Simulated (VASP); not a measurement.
C:

```xyz
2
Lattice="0.0000 1.7717 1.7717 1.7717 0.0000 1.7717 1.7717 1.7717 0.0000" Properties=species:S:1:pos:R:3 pbc="T T T"
C     1.7717    1.7717    1.7717
C     2.6576    2.6576    2.6576
```

Base run:

- Program: VASP 6.6.1
- Functional: PBEsol
- Potentials or basis: VASP PAW PBE potentials, release 64 (C)
- Cutoff: 520 eV
- k mesh: 10 × 10 × 10
- Occupations: gaussian, width 0.01 eV
- Spin: no spin polarisation

Its results: band gap on the k mesh 4.08 eV, indirect (least direct gap 5.59 eV); pressure 5.1 GPa.

**Question.** The run is repeated on the same cell with these changes: potentials or basis from VASP PAW PBE potentials, release 64 (C) to VASP PAW PBE potentials, release 64 (C_h); cutoff from 520 eV to 910 eV. What comes out?

**Answer.** Band gap on the k mesh 4.08 eV, indirect (least direct gap 5.60 eV); pressure 4.0 GPa.

Caveats: the PAW data sets were made with another functional, which shifts forces and pressure a little; the cutoff is under 1.25 times the usual one of these potentials, so pressure, stress and relaxed cells hold a basis-set (Pulay) error (some runs).

A k mesh can miss the band edges.
